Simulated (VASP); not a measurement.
# CuO (Tenorite) (C2/c) in VASP: notebook

The runs below take CuO (Tenorite) through single point, with PBEsol, BLYP.

Everything below comes from runs of VASP 6.6.1. Logs are shortened: lines on timing, memory, paths and dates and some standing lists are left out, and cuts for length are marked.

## 1. The cell of the first run

It takes space group C2/c (No. 15, monoclinic). Conventional cell: a = 4.518 Å, b = 3.423 Å, c = 5.030 Å, α = 90.00°, β = 101.09°, γ = 90.00°. Within 2.5 Å of Cu (site symmetry -1) lie 4 O at 1.89 to 1.93 Å. O (site symmetry 2) has 4 Cu at 1.89 to 1.93 Å within 2.5 Å.

## 2. Single point, PBEsol

File INCAR:

```
PREC = Accurate
ENCUT = 520
EDIFF = 1E-6
ISMEAR = -1
SIGMA = 0.05
LREAL = F
LASPH = T
NELM = 100
ALGO = Normal
ISIF = 2
LWAVE = F
LCHARG = T
GGA = PS
LELF = T
LVHAR = T
NBANDS = 25
```

File KPOINTS:

```
regular mesh
0
Gamma
  10 10 5
```

File POSCAR:

```
CuO
1.0
    2.2588391406     -1.7116415480     -0.0340231397
    2.2588391406      1.7116415480     -0.0340231397
   -0.8933790888      0.0000000000      4.9501228660
Cu O
2 2
Direct
    0.5000000000      0.0000000000      0.5000000000
    0.0000000000      0.5000000000      0.0000000000
    0.4201860385      0.5798139615      0.7500000000
    0.5798139615      0.4201860385      0.2500000000
```

Potentials or basis: VASP PAW PBE potentials, release 64 (Cu, O).

On the command line:

```bash
$ cat potpaw_PBE.64/Cu/POTCAR potpaw_PBE.64/O/POTCAR > POTCAR
$ mpirun -np 1 vasp_std > vasp.out
```

OUTCAR:

```text
PREC = Accurate
   ENCUT = 520
   EDIFF = 1E-6
   ISMEAR = -1
   LREAL = F
   LASPH = T
   NELM = 100
   ISIF = 2
   GGA = PS

 ion  position               nearest neighbor table
   1  0.500  0.000  0.500-   3 1.89   4 1.89   4 1.93   3 1.93
   2  0.000  0.500  0.000-   4 1.89   3 1.89   4 1.93   3 1.93
   3  0.420  0.580  0.750-   2 1.89   1 1.89   2 1.93   1 1.93
   4  0.580  0.420  0.250-   1 1.89   2 1.89   2 1.93   1 1.93

  LATTYP: Found a base centered monoclinic cell.
 ALAT       =     4.5181907163
 B/A-ratio  =     0.7576667987
 C/A-ratio  =     1.1132982230
 COS(beta)  =    -0.1924077808

  Lattice vectors:

 A1 = (   2.2588391406,  -1.7116415480,  -0.0340231397)
 A2 = (   2.2588391406,   1.7116415480,  -0.0340231397)
 A3 = (  -0.8933790888,   0.0000000000,   4.9501228660)

Analysis of symmetry for initial positions (statically):
=====================================================================
 Subroutine PRICEL returns:
 Original cell was already a primitive cell.

 Routine SETGRP: Setting up the symmetry group for a
 base centered monoclinic supercell.

 Subroutine GETGRP returns: Found  4 space group operations
 (whereof  2 operations were pure point group operations)
 out of a pool of  4 trial point group operations.

The static configuration has the point symmetry S_2 .
 The point group associated with its full space group is C_2h.

Analysis of symmetry for dynamics (positions and initial velocities):
=====================================================================
 Subroutine PRICEL returns:
 Original cell was already a primitive cell.

 Routine SETGRP: Setting up the symmetry group for a
 base centered monoclinic supercell.

 Subroutine GETGRP returns: Found  4 space group operations
 (whereof  2 operations were pure point group operations)
 out of a pool of  4 trial point group operations.

The dynamic configuration has the point symmetry S_2 .
 The point group associated with its full space group is C_2h.

 Subroutine INISYM returns: Found  4 space group operations
 (whereof  2 operations are pure point group operations),
 and found     1 'primitive' translations

----------------------------------------------------------------------------------------

                                     Primitive cell

  volume of cell :      38.1735

  direct lattice vectors                    reciprocal lattice vectors
     2.258839141 -1.711641548 -0.034023140     0.221955996 -0.292117237  0.040057762
     2.258839141  1.711641548 -0.034023140     0.221955996  0.292117237  0.040057762
    -0.893379089  0.000000000  4.950122866     0.003051092  0.000000000  0.202565837

  length of vectors
     2.834295084  2.834295084  5.030093695     0.369054967  0.369054967  0.202588814

  position of ions in fractional coordinates (direct lattice)
     0.500000000  1.000000000  0.500000000
     1.000000000  0.500000000  0.000000000
     0.420186038  0.579813962  0.750000000
     0.579813962  0.420186038  0.250000000

  ion indices of the primitive-cell ions
   primitive index   ion index
                 1           1
                 2           2
                 3           3
                 4           4

----------------------------------------------------------------------------------------

 KPOINTS: regular mesh

Automatic generation of k-mesh.
 Grid dimensions read from file:
 generate k-points for:   10   10    5

 Generating k-lattice:

  Cartesian coordinates                     Fractional coordinates (reciprocal lattice)
     0.022195600 -0.029211724  0.004005776     0.100000000 -0.000000000  0.000000000
     0.022195600  0.029211724  0.004005776    -0.000000000  0.100000000  0.000000000
     0.000610218  0.000000000  0.040513167     0.000000000  0.000000000  0.200000000

  Length of vectors
     0.036905497  0.036905497  0.040517763

  Shift w.r.t. Gamma in fractional coordinates (k-lattice)
     0.000000000  0.000000000  0.000000000

 Subroutine IBZKPT returns following result:
 ===========================================

 Found    141 irreducible k-points:

 Following reciprocal coordinates:
            Coordinates               Weight
  0.000000  0.000000  0.000000      1.000000
  0.100000 -0.000000  0.000000      4.000000
  0.200000 -0.000000  0.000000      4.000000
  0.300000  0.000000 -0.000000      4.000000
  0.400000  0.000000  0.000000      4.000000
  0.500000  0.000000 -0.000000      2.000000
[... 16 lines left out ...]
  0.300000  0.300000 -0.000000      2.000000
  0.400000  0.300000  0.000000      4.000000
 [... further k-points ...]
   k-points           NKPTS =    141   k-points in BZ     NKDIM =    141   number of bands    NBANDS=     25
   number of dos      NEDOS =    301   number of ions     NIONS =      4
   total plane-waves  NPLWV =  23040
   dimension x,y,z NGX =    24 NGY =   24 NGZ =   40
   dimension x,y,z NGXF=    48 NGYF=   48 NGZF=   80
   ions per type =               2   2
   NGX,Y,Z   is equivalent  to a cutoff of  14.08, 14.08, 13.22 a.u.
   NGXF,Y,Z  is equivalent  to a cutoff of  28.15, 28.15, 26.44 a.u.
 SYSTEM =  unknown system
   PREC   = accura    normal or accurate (medium, high low for compatibility)
   ISTART =      0    job   : 0-new  1-cont  2-samecut
   ICHARG =      2    charge: 1-file 2-atom 10-const
   ISPIN  =      1    spin polarized calculation?
   LNONCOLLINEAR =      F non collinear calculations
   LSORBIT =      F    spin-orbit coupling
   LASPH  =      T    aspherical Exc in radial PAW
   ENCUT  =  520.0 eV  38.22 Ry    6.18 a.u.   5.27  5.27  9.35*2*pi/ulx,y,z
   NELM   =    100;   NELMIN=  2; NELMDL= -5     # of ELM steps
   EDIFF  = 0.1E-05   stopping-criterion for ELM
   LREAL  =      F    real-space projection
   EDIFFG = 0.1E-04   stopping-criterion for IOM
   NSW    =      0    number of steps for IOM
   IBRION =     -1    ionic relax: 0-MD 1-quasi-New 2-CG
   NFREE  =      0    steps in history (QN), initial steepest desc. (CG)
   ISIF   =      2    stress and relaxation
   ISYM   =      2    0-nonsym 1-usesym 2-fastsym
   POTIM  = 0.5000    time-step for ionic-motion
   TEBEG  =    0.0;   TEEND  =   0.0 temperature during run
   PSTRESS=    0.0 pullay stress
   NELECT =      34.0000    total number of electrons
   NUPDOWN=      -1.0000    fix difference up-down
   EMIN   =  10.00;   EMAX   =-10.00  energy-range for DOS
   EFERMI =   0.00;   METHOD = LEGACY
   ISMEAR =    -1;   SIGMA  =   0.05  broadening in eV -4-tet -1-fermi 0-gaus
   EFERMI_NEDOS =   21; number of points for ismear=-14 and -15
   IALGO  =     38    algorithm
   IMIX   =      4    mixing-type and parameters
     AMIX     =   0.40;   BMIX     =  1.00
     AMIX_MAG =   1.60;   BMIX_MAG =  1.00
  volume/ion in A,a.u.               =       9.54        64.40
  Fermi-wavevector in a.u.,A,eV,Ry     =   1.575121  2.976546 33.756124  2.481005
  Thomas-Fermi vector in A             =   2.676152
   LORBIT       =      0    0 simple, 1 ext, 2 COOP (PROOUT), +10 PAW based schemes
   GGA     = PS    functional components
   LHFCALC =     F    Hartree Fock is set to
   AEXX    =    0.0000 exact exchange contribution
   IVDW    =     0    specifies the selected vdW correction
   LEPSILON=     F    determine dielectric tensor
   LRPA    =     F    only Hartree local field effects (RPA)
 non-spin polarized calculation
  energy-cutoff  :      520.00
  volume of cell :       38.17
 maximum number of plane-waves:      1047
 NGX is ok and might be reduce to    24
   NGX = 11   NGY = 11   NGZ = 19

 number of electron      33.9999998 magnetization

 Free energy of the ion-electron system (eV)
  ---------------------------------------------------
  ext. energy  EPLUGINS =         0.00000000
  ---------------------------------------------------
  free energy    TOTEN  =       -21.29816586 eV

  energy without entropy =      -21.28058165  energy(sigma->0) =      -21.28937375

 E-fermi :   6.4167     XC(G=0): -12.5290

 val. band max:        6.4130895627   @ k =  -0.4000   0.2000   0.4000
 cond. band min:       6.4187704855   @ k =   0.5000   0.0000  -0.0000
 fundamental gap:      0.0056809228
 Fermi energy:         6.4166805740

 k-point     1 :       0.0000    0.0000    0.0000
  band No.  band energies     occupation
      1     -14.0919      2.00000
      2     -12.5385      2.00000
      3      -2.4583      2.00000
      4       0.3495      2.00000
      5       0.6276      2.00000
      6       2.6880      2.00000
[... 17 lines left out ...]
     24      22.6437      0.00000
     25      23.3102      0.00000

 k-point     2 :       0.1000   -0.0000    0.0000
  band No.  band energies     occupation
      1     -14.0147      2.00000
      2     -12.5168      2.00000
      3      -2.3409      2.00000
      4       0.3286      2.00000
      5       0.6092      2.00000
      6       1.8891      2.00000
[... 17 lines left out ...]
     24      22.5179      0.00000
     25      23.7122      0.00000

 k-point     3 :       0.2000   -0.0000    0.0000
  band No.  band energies     occupation
      1     -13.8041      2.00000
      2     -12.4590      2.00000
      3      -2.0272      2.00000
      4       0.2438      2.00000
      5       0.5135      2.00000
      6       0.7986      2.00000
[... 17 lines left out ...]
     24      21.6776      0.00000
     25      23.2356      0.00000

 k-point     4 :       0.3000    0.0000   -0.0000
  band No.  band energies     occupation
      1     -13.5249      2.00000
      2     -12.3861      2.00000
      3      -1.6344      2.00000
      4      -0.4607      2.00000
      5       0.1522      2.00000
      6       0.7019      2.00000
[... 17 lines left out ...]
     24      20.7048      0.00000
     25      22.7935      0.00000
[... 477 lines left out ...]
 k-point    22 :      -0.2000    0.2000    0.0000
  band No.  band energies     occupation
      1     -13.4689      2.00000
      2     -12.3605      2.00000
      3      -1.5342      2.00000
      4       0.1198      2.00000
      5       0.1669      2.00000
      6       0.4461      2.00000
[... 17 lines left out ...]
     24      20.3637      0.00000
     25      20.7445      0.00000

 k-point    23 :       0.3000    0.3000   -0.0000
  band No.  band energies     occupation
      1     -13.1462      2.00000
      2     -12.3333      2.00000
      3      -0.9977      2.00000
      4      -0.4269      2.00000
      5       0.4510      2.00000
      6       0.5799      2.00000
[... 17 lines left out ...]
     24      21.2114      0.00000
     25      21.6182      0.00000

 k-point    24 :       0.4000    0.3000    0.0000
  band No.  band energies     occupation
      1     -12.9224      2.00000
      2     -12.2848      2.00000
      3      -0.9856      2.00000
      4      -0.7003      2.00000
      5       0.2390      2.00000
      6       0.5247      2.00000
[... 17 lines left out ...]
     24      20.1340      0.00000
     25      20.9759      0.00000

 [... further k-points ...]

------------------------ aborting loop because EDIFF is reached ----------------------------------------

  FORCE on cell =-STRESS in cart. coord.  units (eV):
  Direction    XX          YY          ZZ          XY          YZ          ZX
  --------------------------------------------------------------------------------------
  -------------------------------------------------------------------------------------
  Total        2.6052176      2.5205663      2.6606581      0.0000000      0.0000000      0.0091801
  in kB      109.3434242    105.7905299    111.6703124      0.0000000      0.0000000      0.3852985
  external PRESSURE =     108.9347555 kB  Pullay stress =       0.0000000 kB

 VOLUME and BASIS-vectors are now :
 -----------------------------------------------------------------------------
  energy-cutoff  :      520.00
  volume of cell :       38.17
      direct lattice vectors                 reciprocal lattice vectors
     2.258839141 -1.711641548 -0.034023140     0.221955996 -0.292117237  0.040057762
     2.258839141  1.711641548 -0.034023140     0.221955996  0.292117237  0.040057762
    -0.893379089  0.000000000  4.950122866     0.003051092  0.000000000  0.202565837

 POSITION                                       TOTAL-FORCE (eV/Angst)
 -----------------------------------------------------------------------------------
      0.68273     -0.85582      2.45805         0.000000      0.000000      0.000000
      1.12942      0.85582     -0.01701         0.000000      0.000000      0.000000
      1.58880      0.27323      3.67857        -0.000000      0.051103     -0.000000
      2.03549     -0.27323      1.20351         0.000000     -0.051103     -0.000000
 -----------------------------------------------------------------------------------
    total drift:                               -0.000000     -0.000000     -0.000000

  FREE ENERGIE OF THE ION-ELECTRON SYSTEM (eV)
  ---------------------------------------------------
  free  energy   TOTEN  =       -21.2981658563 eV

  energy  without entropy=      -21.2805816489  energy(sigma->0) =      -21.28937375
```

It took 78 s on 1 thread of Intel Xeon Platinum 8488C (Sapphire Rapids), shared host; peak memory 0.24 GiB.

Results:

```yaml
Free_energy: -21.2982 eV
Pressure: 10.9 GPa
Largest_force: 0.051 eV/Å
Band_gap_on_the_k_mesh: zero (band 17 reaches 6.73 eV, above the bottom of band 18 at 6.11 eV)
```

Forces on the atoms (eV/Å):
```
Cu   0.000  0.000  0.000
Cu   0.000  0.000  0.000
O    0.000  0.051  0.000
O    0.000 -0.051  0.000
```

Stress tensor (GPa, compression positive):
```
10.93  0.00  0.04
 0.00 10.58  0.00
 0.04  0.00 11.17
```

Caveat: the PAW data sets were made with another functional, which shifts forces and pressure a little; semilocal functionals often make such compounds metallic where correlation or magnetic order opens a gap, which also shifts bond lengths.

(Part 1 of 2 ends here.)
